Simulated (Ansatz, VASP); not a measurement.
# Si2W: VASP beside Ansatz

Contents of INCAR:

```
SYSTEM = Si2W
PREC = Accurate ; ENCUT = 520
EDIFF = 1E-6 ; ISMEAR = 0
SIGMA = 0.05 ; LREAL = .False.
LASPH = .True. ; NELM = 80
ALGO = Normal ; ISIF = 2
LWAVE = .False. ; LCHARG = .True.
GGA = PE ; LELF = .True.
LVHAR = .True. ; NBANDS = 18
```

KPOINTS

```
Automatic mesh
0
Gamma
  18 18 18
  0 0 0
```

POSCAR

```
Si2W
1.0
   -1.6069000000      1.6069000000      3.9149500000
    1.6069000000     -1.6069000000      3.9149500000
    1.6069000000      1.6069000000     -3.9149500000
Si W
2 1
Direct
    0.3347000000      0.3347000000      0.0000000000
    0.6653000000      0.6653000000      0.0000000000
    0.0000000000      0.0000000000      0.0000000000
```

Input for Ansatz:

```yaml
crystal:
  lattice:
    - [-1.6069, 1.6069, 3.91495]
    - [1.6069, -1.6069, 3.91495]
    - [1.6069, 1.6069, -3.91495]
  atoms:
    - { symbol: Si, position: [0.3347, 0.3347, 0.0] }
    - { symbol: Si, position: [0.6653, 0.6653, 0.0] }
    - { symbol: W, position: [0.0, 0.0, 0.0] }
basis:
  ecutwfc: 420
kpoints:
  mp_grid: { grid: [18, 18, 18] }
hamiltonian:
  xc: pbe
scf:
  occupations: { method: gaussian, width: 0.05 }
output:
  forces: true
  eigenvalues: true
  eigenstates:
    nscf_kmesh: { grid: [28, 28, 28] }
    top_band: c6
    de_dk: true
    localisation: true
  stress: true
checkpoint:
  write: ck
  compress: false
  write_wavefunctions: false
  write_every: 100000
```

Alike in both runs: task single point; functional PBE; k mesh 18 × 18 × 18; occupations gaussian, width 0.05 eV; no spin polarisation.

|  | VASP | Ansatz |
| --- | --- | --- |
| version | VASP 6.6.1 | Ansatz 0.2.0 |
| potentials or method | VASP PAW PBE potentials, release 64 (Si, W_sv), cutoff 520 eV | scalar-relativistic, plane waves, PAW |
| valence electrons in the cell | 22 | 22 |

VASP gave:

```
pressure (GPa)                                                : 3.3
traceless stress, the component that is largest in VASP (GPa) : 0.25
rms of the force components (eV/Å)                            : 0.030
```

Task: What did Ansatz give for the same quantities?

Result: Pressure (GPa): 3.3; traceless stress, the component that is largest in VASP (GPa): 0.31; rms of the force components (eV/Å): 0.029.

Atom by atom the forces differ by 0.001 eV/Å (rms over components). With one functional, cell and mesh, what is left measures potentials, basis and numerics.

Neither program's run includes spin-orbit coupling.
